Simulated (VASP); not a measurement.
# Au3Br (P6_3/mmc) in VASP: further runs, part 2 of 2

VASP 6.6.1.

**4. Single point, PBE**

This run uses another cell than the first one, of 22.05 Å³/atom.

Contents of INCAR:

```
SYSTEM = Au3Br
PREC = Accurate
ENCUT = 520
EDIFF = 1E-7
ISMEAR = 0
SIGMA = 0.1
LREAL = .FALSE.
LASPH = .TRUE.
NELM = 100
ALGO = Normal
ISIF = 2
LWAVE = .FALSE.
LCHARG = .FALSE.
GGA = PE
NBANDS = 50
```

Contents of KPOINTS:

```
Automatic mesh
0
G
  6 6 8
  0 0 0
```

Contents of POSCAR:

```
Au3Br
1.0
    6.7815624918      0.0000000000      0.0000000000
   -3.3907812459      5.8730053952      0.0000000000
    0.0000000000      0.0000000000      4.4294244331
Au Br
6 2
Direct
    0.8539212612      0.7078425224      0.2500000000
    0.1460787388      0.8539212612      0.7500000000
    0.2921574776      0.1460787388      0.2500000000
    0.1460787388      0.2921574776      0.7500000000
    0.8539212612      0.1460787388      0.2500000000
    0.7078425224      0.8539212612      0.7500000000
    0.3333333333      0.6666666667      0.2500000000
    0.6666666667      0.3333333333      0.7500000000
```

Potentials or basis: VASP PAW PBE potentials, release 64 (Au, Br).

The run is started by

```bash
cat potpaw_PBE.64/Au/POTCAR potpaw_PBE.64/Br/POTCAR > POTCAR
mpirun -np 1 vasp_std > vasp.out
```

OUTCAR:

```text
SYSTEM = Au3Br
   PREC = Accurate
   ENCUT = 520
   EDIFF = 1E-7
   ISMEAR = 0
   LREAL = .FALSE.
   LASPH = .TRUE.
   NELM = 100
   ISIF = 2
   GGA = PE

 ion  position               nearest neighbor table
   1  0.854  0.708  0.250-   2 2.80   6 2.80   2 2.80   6 2.80   5 2.97   3 2.97   8 3.12   8 3.12

   2  0.146  0.854  0.750-   3 2.80   3 2.80   1 2.80   1 2.80   4 2.97   6 2.97   7 3.12   7 3.12

[... 1496 lines left out ...]
  Total       -0.1071538     -0.1071538     -0.1056533      0.0000000      0.0000000      0.0000000
  in kB       -0.9731519     -0.9731519     -0.9595246      0.0000000      0.0000000      0.0000000
  external PRESSURE =      -0.9686095 kB  Pullay stress =       0.0000000 kB

 VOLUME and BASIS-vectors are now :
 -----------------------------------------------------------------------------
  energy-cutoff  :      520.00
  volume of cell :      176.42
      direct lattice vectors                 reciprocal lattice vectors
     6.781562492  0.000000000  0.000000000     0.147458643  0.085135287  0.000000000
    -3.390781246  5.873005395  0.000000000     0.000000000  0.170270574  0.000000000
     0.000000000  0.000000000  4.429424433     0.000000000  0.000000000  0.225762967

 POSITION                                       TOTAL-FORCE (eV/Angst)
 -----------------------------------------------------------------------------------
      3.39078      4.15716      1.10736         0.000000      0.003848      0.000000
     -1.90482      5.01508      3.32207        -0.003332      0.001924      0.000000
      1.48596      0.85792      1.10736        -0.003332     -0.001924     -0.000000
      0.00000      1.71584      3.32207         0.000000     -0.003848     -0.000000
      5.29560      0.85792      1.10736         0.003332     -0.001924      0.000000
      1.90482      5.01508      3.32207         0.003332      0.001924      0.000000
     -0.00000      3.91534      1.10736         0.000000      0.000000      0.000000
      3.39078      1.95767      3.32207         0.000000     -0.000000      0.000000
 -----------------------------------------------------------------------------------
    total drift:                               -0.000000      0.000000      0.000000

  FREE ENERGIE OF THE ION-ELECTRON SYSTEM (eV)
  ---------------------------------------------------
  free  energy   TOTEN  =       -20.1310839723 eV

  energy  without entropy=      -20.1256889454  energy(sigma->0) =      -20.12838646
```

stdout:

```text
POSCAR found type information on POSCAR AuBr
 POSCAR found :  2 types and       8 ions
 scaLAPACK will be used
 LDA part: xc-table for (Slater+PW92), standard interpolation
 POSCAR, INCAR and KPOINTS ok, starting setup
 FFT: planning ... GRIDC
 FFT: planning ... GRID_SOFT
 FFT: planning ... GRID
 WAVECAR not read
 entering main loop
```

Run time: 5.1 min. Hardware: 1 thread of Intel Xeon Platinum 8259CL at 2.50GHz (Skylake/Cascade Lake), shared host; peak memory 0.43 GiB.

Results:

- Free energy: -20.1311 eV
- Pressure: -0.1 GPa
- Largest force: 0.004 eV/Å
- Band gap on the k mesh: zero (bands 40 and 41 overlap by 0.94 eV)

Forces in eV/Å, atoms in the order of the input:
```
Au   0.000  0.004  0.000
Au  -0.003  0.002  0.000
Au  -0.003 -0.002  0.000
Au   0.000 -0.004  0.000
Au   0.003 -0.002  0.000
Au   0.003  0.002  0.000
Br   0.000  0.000  0.000
Br   0.000  0.000  0.000
```

Caveat: spin-orbit coupling is left out, which moves the levels of the heavy elements.

**5. Relaxation of cell and atoms, PBE**

Contents of INCAR:

```
SYSTEM = Au3Br
PREC     = Accurate       ! precision mode
ENCUT    = 600            ! plane-wave cutoff, eV
EDIFF    = 1E-7           ! SCF threshold, eV
ISMEAR   = 0              ! smearing method
SIGMA    = 0.1            ! smearing width, eV
LREAL    = .False.        ! projectors in reciprocal space
LASPH    = .True.         ! aspherical terms in the spheres
NELM     = 100            ! most SCF steps
ALGO     = Normal         ! electronic algorithm
ISIF     = 3              ! what is computed and relaxed
LWAVE    = .False.        ! write WAVECAR
LCHARG   = .False.        ! write CHGCAR
GGA      = PE             ! functional
IBRION   = 2              ! ionic algorithm
NSW      = 90             ! ionic steps
EDIFFG   = -0.04          ! ionic threshold
```

Contents of KPOINTS:

```
regular mesh
0
Gamma
  3 3 4
  0 0 0
```

Contents of POSCAR:

```
Au3Br
1.0
    6.2808752552      0.0000000000      0.0000000000
   -3.1404376276      5.4393975290      0.0000000000
    0.0000000000      0.0000000000      5.0413714831
Au Br
6 2
Direct
    0.8330000000      0.6660000000      0.2500000000
    0.1670000000      0.8330000000      0.7500000000
    0.3340000000      0.1670000000      0.2500000000
    0.1670000000      0.3340000000      0.7500000000
    0.8330000000      0.1670000000      0.2500000000
    0.6660000000      0.8330000000      0.7500000000
    0.3333333333      0.6666666667      0.2500000000
    0.6666666667      0.3333333333      0.7500000000
```

The run is started by

```bash
cat potpaw_PBE.64/Au/POTCAR potpaw_PBE.64/Br/POTCAR > POTCAR
mpirun -np 1 vasp_std > vasp.out
```

It took 26 min on 1 thread of Intel Xeon Platinum 8259CL at 2.50GHz (Skylake/Cascade Lake), shared host; peak memory 0.36 GiB.

It converged, with:

| Property | Result |
| --- | --- |
| Free energy | -20.0988 eV |
| Relaxed volume | 22.14 Å³/atom |
| Relaxed cell | a = 6.840 Å, b = 6.840 Å, c = 4.370 Å, α = 90.00°, β = 90.00°, γ = 120.00° |
| Space group after relaxing (to 0.1 Å) | P6_3/mmc (No. 194) |
| Energy gained by relaxing | 105.8 meV/atom |
| Ionic steps | 19 |
| Pressure after relaxing | -0.2 GPa |
| Band gap on the k mesh | zero (bands 40 and 41 overlap by 0.93 eV) |

Forces in eV/Å, atoms in the order of the input:
```
Au   0.000 -0.003  0.000
Au   0.002 -0.001  0.000
Au   0.002  0.001  0.000
Au   0.000  0.003  0.000
Au  -0.002  0.001  0.000
Au  -0.002 -0.001  0.000
Br   0.000  0.000  0.000
Br   0.000  0.000  0.000
```

Stress tensor (GPa, compression positive):
```
-0.28  0.00  0.00
 0.00 -0.28  0.00
 0.00  0.00 -0.12
```

The path:
```
step  energy change (eV)  largest force (eV/Å)  pressure (GPa)  volume (Å³)
   1              0.0000                0.6033           -5.30       172.23
   2             -0.2989                0.4841            2.76       155.09
   3             -0.3148                0.5256            0.98       157.90
   4             -0.4096                0.4310            1.16       158.25
   5             -0.5804                0.0327            2.94       159.23
   6             -0.6573                0.0266            1.02       163.70
   7             -0.6968                0.1035           -0.96       169.42
   8             -0.6981                0.1189           -1.31       170.57
   9             -0.7476                0.0635           -1.04       171.98
  10             -0.8113                0.1222           -0.09       174.70
  11             -0.8150                0.2321            0.47       175.79
  12             -0.8157                0.1987            0.30       175.48
  13             -0.8298                0.1188           -0.22       177.04
  14             -0.8352                0.0411           -0.75       178.86
  15             -0.8420                0.1058            0.27       176.99
  16             -0.8425                0.0925            0.06       177.35
  17             -0.8449                0.0528           -0.07       177.23
  18             -0.8458                0.0197           -0.29       177.01
  19             -0.8460                0.0027           -0.22       177.08
```

Final structure:
```
Au Br
1.0
     6.84013    0.00000    0.00000
    -3.42006    5.92372    0.00000
     0.00000    0.00000    4.37036
Au Br
6 2
Direct
  0.85336 0.70673 0.25000
  0.14664 0.85336 0.75000
  0.29327 0.14664 0.25000
  0.14664 0.29327 0.75000
  0.85336 0.14664 0.25000
  0.70673 0.85336 0.75000
  0.33333 0.66667 0.25000
  0.66667 0.33333 0.75000
```

Levels at points of the mesh, in eV from the Fermi level:
```
           k point  band 36  band 37  band 38  band 39  band 40  band 41  band 42  band 43  band 44  band 45
(0.00, 0.00, 0.00)    -1.73    -1.73    -0.96    -0.86     0.18     0.18     1.70     2.50     3.01     3.01
(0.00, 0.00, 0.50)    -1.63    -1.63    -1.63    -1.01    -1.01     1.35     1.35     1.35     1.35     4.28
```

Caveat: the k points lie up to 0.36 Å⁻¹ apart in the final cell, too coarse for converged energies and pressures of a metal; spin-orbit coupling is left out, which moves the levels of the heavy elements.

**6. Summary**

```tsv
task	cell	k mesh	cutoff (eV)	gap on the mesh (eV)	pressure (GPa)	largest force (eV/Å)
single point	a = 6.281, b = 6.281, c = 5.041 Å, angles 90.0, 90.0, 120.0°, 8 atoms, atomic positions A	3 × 3 × 4	520	none	-5.3	0.60
single point	a = 6.798, b = 6.798, c = 4.418 Å, angles 90.0, 90.0, 120.0°, 8 atoms, atomic positions B	3 × 3 × 4	520	none	-0.3	0.03
single point	a = 6.782, b = 6.782, c = 4.429 Å, angles 90.0, 90.0, 120.0°, 8 atoms, atomic positions B	6 × 6 × 8	520	none	-0.1	-
relaxation of cell and atoms	relaxed from a = 6.281, b = 6.281, c = 5.041 Å, angles 90.0, 90.0, 120.0°, 8 atoms, atomic positions A	3 × 3 × 4	600	none	-0.2	-
```

Alike in all rows: level PBE; potentials or basis VASP PAW PBE potentials, release 64 (Au, Br); no spin polarisation; smearing gaussian 0.1 eV.

Caveats: some runs use coarse meshes; spin-orbit coupling is left out, which moves the levels of the heavy elements.

Total energies depend on the potentials used, so only differences within one code and one set of settings carry meaning.
